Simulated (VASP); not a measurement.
# In (I4/mmm) in VASP: notebook, part 2 of 2

VASP 6.6.1. The steps go on from the part before.

**3. Electric field gradients, PBE (25.64 Å³/atom)**

This run uses another cell than the first one, of 25.64 Å³/atom.

INCAR

```
  PREC = Accurate
  ENCUT = 520
  EDIFF = 1E-8
  ISMEAR = -1
  SIGMA = 0.05
  LREAL = False
  LASPH = True
  NELM = 60
  ALGO = Normal
  ISIF = 2
  LWAVE = False
  LCHARG = False
  GGA = PE
  LEFG = True
  ISYM = 0
  NBANDS = 12
```

KPOINTS

```
Automatic mesh
0
Gamma
  12 12 14
```

POSCAR

```
In
1.0
   -1.6152359128      1.6152359128      2.4573458084
    1.6152359128     -1.6152359128      2.4573458084
    1.6152359128      1.6152359128     -2.4573458084
In
1
Direct
    0.0000000000      0.0000000000      0.0000000000
```

Potentials or basis: VASP PAW PBE potentials, release 64 (In_d).

Run with:

```sh
$ cat potpaw_PBE.64/In_d/POTCAR > POTCAR
$ mpirun -np 1 vasp_std > vasp.out
```

OUTCAR:

```text
PREC = Accurate
   ENCUT = 520
   EDIFF = 1E-8
   ISMEAR = -1
   LREAL = False
   LASPH = True
   NELM = 60
   ISIF = 2
   GGA = PE
   ISYM = 0

 ion  position               nearest neighbor table
   1  0.000  0.000  0.000-

IMPORTANT INFORMATION: All symmetrisations will be switched off!
NOSYMM: (Re-)initialisation of all symmetry stuff for point group C_1.

----------------------------------------------------------------------------------------

                                     Primitive cell

  volume of cell :      25.6447

  direct lattice vectors                    reciprocal lattice vectors
    -1.615235913  1.615235913  2.457345808     0.000000000  0.309552305  0.203471566
     1.615235913 -1.615235913  2.457345808     0.309552305  0.000000000  0.203471566
     1.615235913  1.615235913 -2.457345808     0.309552305  0.309552305  0.000000000

  length of vectors
     3.355074147  3.355074147  3.355074147     0.370436645  0.370436645  0.437773068

  position of ions in fractional coordinates (direct lattice)
     0.000000000  0.000000000  0.000000000

  ion indices of the primitive-cell ions
   primitive index   ion index
                 1           1

----------------------------------------------------------------------------------------

 KPOINTS: Automatic mesh

Automatic generation of k-mesh.
 Grid dimensions read from file:
 generate k-points for:   12   12   14

 Generating k-lattice:

  Cartesian coordinates                     Fractional coordinates (reciprocal lattice)
     0.000000000  0.025796025  0.016955964     0.083333333 -0.000000000  0.000000000
     0.025796025  0.000000000  0.016955964    -0.000000000  0.083333333  0.000000000
     0.022110879  0.022110879  0.000000000     0.000000000  0.000000000  0.071428571

  Length of vectors
     0.030869720  0.030869720  0.031269505

  Shift w.r.t. Gamma in fractional coordinates (k-lattice)
     0.000000000  0.000000000  0.000000000

 -----------------------------------------------------------------------------
|                                                                             |
|           W    W    AA    RRRRR   N    N  II  N    N   GGGG   !!!           |
|           W    W   A  A   R    R  NN   N  II  NN   N  G    G  !!!           |
|           W    W  A    A  R    R  N N  N  II  N N  N  G       !!!           |
|           W WW W  AAAAAA  RRRRR   N  N N  II  N  N N  G  GGG   !            |
|           WW  WW  A    A  R   R   N   NN  II  N   NN  G    G                |
|           W    W  A    A  R    R  N    N  II  N    N   GGGG   !!!           |
|                                                                             |
|     Your reciprocal lattice and k-lattice belong to different lattice       |
|     classes:                                                                |
|                                                                             |
|        The reciprocal lattice is body-centered tetragonal,                  |
|        whereas your k-lattice is base-centered monoclinic.                  |
|                                                                             |
|     Results are often still useful ...                                      |
|                                                                             |
 -----------------------------------------------------------------------------

[... 76 lines left out ...]
  Thomas-Fermi vector in A             =   2.436214
   LORBIT       =      0    0 simple, 1 ext, 2 COOP (PROOUT), +10 PAW based schemes
   GGA     = PE    functional components
   LHFCALC =     F    Hartree Fock is set to
   AEXX    =    0.0000 exact exchange contribution
   IVDW    =     0    specifies the selected vdW correction
   LEPSILON=     F    determine dielectric tensor
   LRPA    =     F    only Hartree local field effects (RPA)
 non-spin polarized calculation
  energy-cutoff  :      520.00
  volume of cell :       25.64
 maximum number of plane-waves:       717
 NGX is ok and might be reduce to    28
   NGX = 13   NGY = 13   NGZ = 13

 number of electron      13.0000004 magnetization

 Free energy of the ion-electron system (eV)
  ---------------------------------------------------
  ext. energy  EPLUGINS =         0.00000000
  ---------------------------------------------------
  free energy    TOTEN  =        -2.54389591 eV

  energy without entropy =       -2.53988575  energy(sigma->0) =       -2.54189083

 E-fermi :   7.7481     XC(G=0): -10.3479

 val. band max:        7.7423549512   @ k =  -0.2500   0.0000   0.4286
 cond. band min:       7.7537316340   @ k =  -0.4167  -0.4167   0.2857
 fundamental gap:      0.0113766828
 Fermi energy:         7.7481353407

 k-point     1 :       0.0000    0.0000    0.0000
  band No.  band energies     occupation
      1      -6.9786      2.00000
      2      -6.8686      2.00000
      3      -6.8676      2.00000
      4      -6.7818      2.00000
      5      -6.6733      2.00000
      6      -1.9312      2.00000
      7      18.4742      0.00000
      8      18.4751      0.00000
      9      18.6567      0.00000
     10      19.3709      0.00000
     11      21.8861      0.00000
     12      22.0023      0.00000
[... 331 lines left out ...]
 k-point    24 :       0.3333    0.1667    0.0000
  band No.  band energies     occupation
      1      -6.9212      2.00000
      2      -6.8826      2.00000
      3      -6.8196      2.00000
      4      -6.6521      2.00000
      5      -6.6290      2.00000
      6       1.9992      2.00000
      7       7.4513      1.99474
      8      12.4460      0.00000
      9      15.2131      0.00000
     10      17.9581      0.00000
     11      21.1448      0.00000
     12      22.9729      0.00000

 [... further k-points ...]

------------------------ aborting loop because EDIFF is reached ----------------------------------------

  FORCE on cell =-STRESS in cart. coord.  units (eV):
  Direction    XX          YY          ZZ          XY          YZ          ZX
  --------------------------------------------------------------------------------------
  -------------------------------------------------------------------------------------
  Total        0.4581044      0.4581043      0.5072436     -0.0444428      0.0322973      0.0322970
  in kB       28.6204785     28.6204702     31.6904925     -2.7766027      2.0177992      2.0177818
  external PRESSURE =      29.6438137 kB  Pullay stress =       0.0000000 kB

 VOLUME and BASIS-vectors are now :
 -----------------------------------------------------------------------------
  energy-cutoff  :      520.00
  volume of cell :       25.64
      direct lattice vectors                 reciprocal lattice vectors
    -1.615235913  1.615235913  2.457345808     0.000000000  0.309552305  0.203471566
     1.615235913 -1.615235913  2.457345808     0.309552305  0.000000000  0.203471566
     1.615235913  1.615235913 -2.457345808     0.309552305  0.309552305  0.000000000

 POSITION                                       TOTAL-FORCE (eV/Angst)
 -----------------------------------------------------------------------------------
      0.00000      0.00000      0.00000         0.000000     -0.000000      0.000001
 -----------------------------------------------------------------------------------
    total drift:                                0.000000     -0.000000      0.000001

  FREE ENERGIE OF THE ION-ELECTRON SYSTEM (eV)
  ---------------------------------------------------
  free  energy   TOTEN  =        -2.5438959072 eV

  energy  without entropy=       -2.5398857498  energy(sigma->0) =       -2.54189083

 Electric field gradients (V/A^2)
---------------------------------------------------------------------
 ion       V_xx      V_yy      V_zz      V_xy      V_xz      V_yz
---------------------------------------------------------------------
   1      -9.209    -9.209    18.419     2.667    -1.770    -1.770
---------------------------------------------------------------------

 Electric field gradients after diagonalization (V/A^2)
 (convention: |V_zz| > |V_xx| > |V_yy|)
----------------------------------------------------------------------
 ion       V_xx      V_yy      V_zz     asymmetry (V_yy - V_xx)/ V_zz
----------------------------------------------------------------------
   1     -11.877    -6.791    18.667       0.272
----------------------------------------------------------------------

           NMR quadrupolar parameters

 Cq : quadrupolar parameter    Cq=e*Q*V_zz/h
 eta: asymmetry parameters     (V_yy - V_xx)/ V_zz
 Q  : nuclear electric quadrupole moment in mb (millibarn)
----------------------------------------------------------------------
 ion       Cq(MHz)       eta       Q (mb)
----------------------------------------------------------------------
   1       0.045       0.272       1.000
----------------------------------------------------------------------
```

Run time: 2.2 min. Hardware: 1 thread of AMD EPYC 9R45 (Zen 5), shared host; peak memory 0.38 GiB.

Results:

```yaml
Free_energy: -2.5439 eV
Pressure: 3.0 GPa
Band_gap_on_the_k_mesh: zero (an odd number of electrons rules out a gap without spin polarisation)
Largest_electric_field_gradient_by_atom: In +18.7 V/Å²
```

Levels at points of the mesh, in eV from the Fermi level:
| k point | band 3 | band 4 | band 5 | band 6 | band 7 | band 8 | band 9 | band 10 |
| --- | --- | --- | --- | --- | --- | --- | --- | --- |
| (0.00, 0.00, 0.00) | -14.62 | -14.53 | -14.42 | -9.68 | 10.73 | 10.73 | 10.91 | 11.62 |
| (0.50, 0.00, 0.00) | -14.60 | -14.33 | -14.29 | -4.31 | -3.46 | 7.66 | 9.31 | 11.16 |
| (0.00, 0.50, 0.00) | -14.60 | -14.33 | -14.29 | -4.31 | -3.46 | 7.66 | 9.31 | 11.16 |
| (0.50, 0.50, 0.00) | -14.33 | -14.31 | -14.22 | -2.01 | -1.59 | 3.57 | 4.00 | 7.13 |
| (0.00, 0.00, 0.50) | -14.33 | -14.31 | -14.22 | -2.01 | -1.59 | 3.57 | 4.00 | 7.13 |
| (0.50, 0.00, 0.50) | -14.60 | -14.33 | -14.29 | -4.31 | -3.46 | 7.66 | 9.31 | 11.16 |
| (0.00, 0.50, 0.50) | -14.60 | -14.33 | -14.29 | -4.31 | -3.46 | 7.66 | 9.31 | 11.16 |
| (0.50, 0.50, 0.50) | -14.31 | -14.28 | -14.28 | -2.90 | -2.74 | 4.79 | 4.79 | 8.27 |

Electric field gradients, principal values (V/Å²):
```csv
atom,least,middle,greatest (by size)
1 In,-6.791,-11.877,18.667
```

Caveat: without QUAD_EFG the Cq values of the log hold for a quadrupole moment of 1 mb, not for the nuclei; spin-orbit coupling is left out, which moves the levels of the heavy elements.

**4. Electric field gradients, PBE (26.43 Å³/atom)**

This run uses another cell than the first one, of 26.43 Å³/atom.

INCAR

```
SYSTEM = In
PREC     = Accurate       ! precision mode
ENCUT    = 520            ! plane-wave cutoff, eV
EDIFF    = 1E-8           ! SCF threshold, eV
ISMEAR   = -1             ! smearing method
SIGMA    = 0.05           ! smearing width, eV
LREAL    = .False.        ! projectors in reciprocal space
LASPH    = .True.         ! aspherical terms in the spheres
NELM     = 100            ! most SCF steps
ALGO     = Normal         ! electronic algorithm
ISIF     = 2              ! what is computed and relaxed
LWAVE    = .False.        ! write WAVECAR
LCHARG   = .False.        ! write CHGCAR
GGA      = PE             ! functional
LEFG     = .True.       
ISYM     = 0            
NBANDS   = 12             ! bands
```

KPOINTS

```
Automatic mesh
0
Gamma
  12 12 14
  0 0 0
```

POSCAR

```
In
1.0
   -1.6315525314      1.6315525314      2.4821691634
    1.6315525314     -1.6315525314      2.4821691634
    1.6315525314      1.6315525314     -2.4821691634
In
1
Direct
    0.0000000000      0.0000000000      0.0000000000
```

Potentials or basis: VASP PAW PBE potentials, release 64 (In_d).

Run with:

```sh
$ cat potpaw_PBE.64/In_d/POTCAR > POTCAR
$ mpirun -np 1 vasp_std > vasp.out
```

OUTCAR:

```text
SYSTEM = In
   PREC = Accurate
   ENCUT = 520
   EDIFF = 1E-8
   ISMEAR = -1
   LREAL = .False.
   LASPH = .True.
   NELM = 100
   ISIF = 2
   GGA = PE
   ISYM = 0

 ion  position               nearest neighbor table
   1  0.000  0.000  0.000-

IMPORTANT INFORMATION: All symmetrisations will be switched off!
NOSYMM: (Re-)initialisation of all symmetry stuff for point group C_1.

----------------------------------------------------------------------------------------

                                     Primitive cell

  volume of cell :      26.4298

  direct lattice vectors                    reciprocal lattice vectors
    -1.631552531  1.631552531  2.482169163     0.000000000  0.306456575  0.201436714
     1.631552531 -1.631552531  2.482169163     0.306456575  0.000000000  0.201436714
     1.631552531  1.631552531 -2.482169163     0.306456575  0.306456575  0.000000000

  length of vectors
     3.388966078  3.388966078  3.388966078     0.366732030  0.366732030  0.433395044

  position of ions in fractional coordinates (direct lattice)
     0.000000000  0.000000000  0.000000000

  ion indices of the primitive-cell ions
   primitive index   ion index
                 1           1

----------------------------------------------------------------------------------------

 KPOINTS: Automatic mesh

Automatic generation of k-mesh.
 Grid dimensions read from file:
 generate k-points for:   12   12   14

 Generating k-lattice:

  Cartesian coordinates                     Fractional coordinates (reciprocal lattice)
[... 149 lines left out ...]
     11      21.2721      0.00000
     12      21.4084      0.00000
[... 331 lines left out ...]
 k-point    24 :       0.3333    0.1667    0.0000
  band No.  band energies     occupation
      1      -7.2296      2.00000
      2      -7.1947      2.00000
      3      -7.1379      2.00000
      4      -6.9832      2.00000
      5      -6.9617      2.00000
      6       1.7586      2.00000
      7       7.1090      1.99339
      8      11.9862      0.00000
      9      14.7047      0.00000
     10      17.4645      0.00000
     11      20.5668      0.00000
     12      22.3657      0.00000

 [... further k-points ...]

------------------------ aborting loop because EDIFF is reached ----------------------------------------

  FORCE on cell =-STRESS in cart. coord.  units (eV):
  Direction    XX          YY          ZZ          XY          YZ          ZX
  --------------------------------------------------------------------------------------
  -------------------------------------------------------------------------------------
  Total        0.2414086      0.2414100      0.2873675     -0.0329396      0.0286985      0.0286986
  in kB       14.6342289     14.6343141     17.4202625     -1.9968068      1.7397082      1.7397142
  external PRESSURE =      15.5629352 kB  Pullay stress =       0.0000000 kB

 VOLUME and BASIS-vectors are now :
 -----------------------------------------------------------------------------
  energy-cutoff  :      520.00
  volume of cell :       26.43
      direct lattice vectors                 reciprocal lattice vectors
    -1.631552531  1.631552531  2.482169163     0.000000000  0.306456575  0.201436714
     1.631552531 -1.631552531  2.482169163     0.306456575  0.000000000  0.201436714
     1.631552531  1.631552531 -2.482169163     0.306456575  0.306456575  0.000000000

 POSITION                                       TOTAL-FORCE (eV/Angst)
 -----------------------------------------------------------------------------------
      0.00000      0.00000      0.00000         0.000000     -0.000000      0.000000
 -----------------------------------------------------------------------------------
    total drift:                                0.000000     -0.000000      0.000000

  FREE ENERGIE OF THE ION-ELECTRON SYSTEM (eV)
  ---------------------------------------------------
  free  energy   TOTEN  =        -2.5552646654 eV

  energy  without entropy=       -2.5511306342  energy(sigma->0) =       -2.55319765

 Electric field gradients (V/A^2)
---------------------------------------------------------------------
 ion       V_xx      V_yy      V_zz      V_xy      V_xz      V_yz
---------------------------------------------------------------------
   1      -8.812    -8.812    17.624     2.021    -1.756    -1.756
---------------------------------------------------------------------

 Electric field gradients after diagonalization (V/A^2)
 (convention: |V_zz| > |V_xx| > |V_yy|)
----------------------------------------------------------------------
 ion       V_xx      V_yy      V_zz     asymmetry (V_yy - V_xx)/ V_zz
----------------------------------------------------------------------
   1     -10.833    -7.042    17.874       0.212
----------------------------------------------------------------------

           NMR quadrupolar parameters

 Cq : quadrupolar parameter    Cq=e*Q*V_zz/h
 eta: asymmetry parameters     (V_yy - V_xx)/ V_zz
 Q  : nuclear electric quadrupole moment in mb (millibarn)
----------------------------------------------------------------------
 ion       Cq(MHz)       eta       Q (mb)
----------------------------------------------------------------------
   1       0.043       0.212       1.000
----------------------------------------------------------------------
```

stdout:

```text
POSCAR found type information on POSCAR In
 POSCAR found :  1 types and       1 ions
 scaLAPACK will be used
 LDA part: xc-table for (Slater+PW92), standard interpolation
 -----------------------------------------------------------------------------
[... 27 lines left out ...]
     0.0001071    -0.0058963     0.0087502     0.2187163     0.0087475    -0.0000001
     0.0001475    -0.0058963     0.0087502     0.2187163     0.0087475    -0.0000001

     0.0000565    -1.8577837     1.6150191   -14.0886132     1.6150322    -0.0000182
     0.0000778    -1.8576289     1.6148900   -14.0869705     1.6149031    -0.0000182
     0.0001071    -1.8573835     1.6146857   -14.0843343     1.6146987    -0.0000182
     0.0001475    -1.8569960     1.6143637   -14.0801209     1.6143768    -0.0000182
```

Run time: 2.5 min. Hardware: 1 thread of Oxide Virtual Turin-like, shared host; peak memory 0.37 GiB.

Results:

```yaml
Free_energy: -2.5553 eV
Pressure: 1.6 GPa
Band_gap_on_the_k_mesh: zero (an odd number of electrons rules out a gap without spin polarisation)
Largest_electric_field_gradient_by_atom: In +17.9 V/Å²
```

Stress tensor (GPa, compression positive):
```
 1.46 -0.20  0.17
-0.20  1.46  0.17
 0.17  0.17  1.74
```

Electric field gradients, principal values (V/Å²):
```
atom   least   middle  greatest (by size)
1 In  -7.042  -10.833              17.874
```

Caveat: without QUAD_EFG the Cq values of the log hold for a quadrupole moment of 1 mb, not for the nuclei; spin-orbit coupling is left out, which moves the levels of the heavy elements.

**5. The runs side by side**

| cell | gap on the mesh (eV) | pressure (GPa) |
| --- | --- | --- |
| a = 3.309 Å, angles 122.4, 122.4, 85.8°, 1 atom | none | 5.3 |
| a = 3.355 Å, angles 122.4, 122.4, 85.8°, 1 atom | none | 3.0 |
| a = 3.389 Å, angles 122.4, 122.4, 85.8°, 1 atom | none | 1.6 |

Alike in all rows: task electric field gradients; level PBE; potentials or basis VASP PAW PBE potentials, release 64 (In_d); no spin polarisation; k mesh 12 × 12 × 14; cutoff (eV) 520; smearing fermi-dirac 0.05 eV.

Caveats: spin-orbit coupling is left out, which moves the levels of the heavy elements; the cell stands under pressure (at least some runs).

Absolute energies hang on the potentials; compare differences alone.

The gap in the log of VASP goes by the Fermi energy; the results here count the filled bands.